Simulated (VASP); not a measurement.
Li2S: relaxation of cell and atoms with r2SCAN

Crystal: Li2S.

```
CELL_PARAMETERS angstrom
0.00000 2.85283 2.85283
2.85283 0.00000 2.85283
2.85283 2.85283 0.00000
ATOMIC_POSITIONS crystal
S 0.00000 0.00000 0.00000
Li 0.25000 0.25000 0.25000
Li 0.75000 0.75000 0.75000
```

```
Program                : VASP 6.6.1
Task                   : relaxation of cell and atoms
Functional             : r2SCAN
Potentials or basis    : VASP PAW PBE potentials, release 64 (S, Li_sv)
Cutoff                 : 830 eV
k mesh                 : 8 × 8 × 8
Occupations            : fermi-dirac, width 0.02 eV
Spin                   : no spin polarisation
Dipole correction      : no
Further INCAR settings : ALGO = Normal; EDIFF = 1e-07; IBRION = 2; EDIFFG = -0.005; NSW = 80; ISIF = 3
```

```
Relaxed volume                        : 15.28 Å³/atom
Relaxed cell                          : a = 4.017 Å, b = 4.017 Å, c = 4.017 Å, α = 60.00°, β = 60.00°, γ = 60.00°
Space group after relaxing (to 0.1 Å) : Fm-3m (No. 225)
Energy gained by relaxing             : 0.3 meV/atom
Ionic steps                           : 3
Pressure after relaxing               : 0.0 GPa
Band gap on the k mesh                : 3.85 eV (least direct gap 5.08 eV)
```

Step by step:
| step | energy change (eV) | largest force (eV/Å) | pressure (GPa) | volume (Å³) |
| --- | --- | --- | --- | --- |
| 1 | 0.0000 | 0.0000 | -0.53 | 46.44 |
| 2 | -0.0008 | 0.0000 | -0.23 | 46.09 |
| 3 | -0.0010 | 0.0000 | -0.01 | 45.85 |

Final structure:
```cif
data_structure
_symmetry_space_group_name_H-M 'P 1'
_symmetry_Int_Tables_number 1
_cell_length_a 4.0174
_cell_length_b 4.0174
_cell_length_c 4.0174
_cell_angle_alpha 60.000
_cell_angle_beta 60.000
_cell_angle_gamma 60.000
_cell_volume 45.85
loop_
_atom_site_label
_atom_site_type_symbol
_atom_site_fract_x
_atom_site_fract_y
_atom_site_fract_z
_atom_site_occupancy
S1 S 0.00000 0.00000 0.00000 1
Li1 Li 0.25000 0.25000 0.25000 1
Li2 Li 0.75000 0.75000 0.75000 1
```

Levels at points of the mesh, in eV from the valence-band top:
| k point | band 2 | band 3 | band 4 | band 5 | band 6 | band 7 | band 8 | band 9 | band 10 |
| --- | --- | --- | --- | --- | --- | --- | --- | --- | --- |
| (0.00, 0.00, 0.00) | -45.55 | -11.50 | 0.00 | 0.00 | 0.00 | 5.08 | 6.91 | 6.91 | 6.91 |
| (0.50, 0.00, 0.00) | -45.57 | -11.05 | -2.91 | -0.51 | -0.51 | 7.00 | 7.19 | 7.19 | 9.16 |
| (0.50, 0.50, 0.00) | -45.57 | -10.92 | -2.17 | -1.45 | -1.45 | 3.85 | 7.91 | 12.20 | 12.20 |

Wall time 2.6 min on 1 thread of Intel(R) Xeon(R) 6975P-C (Granite Rapids), on a shared host, peak memory 0.27 GiB.

Caveat: the PAW data sets were made with another functional, which shifts forces and pressure a little. A k mesh can miss the band edges.
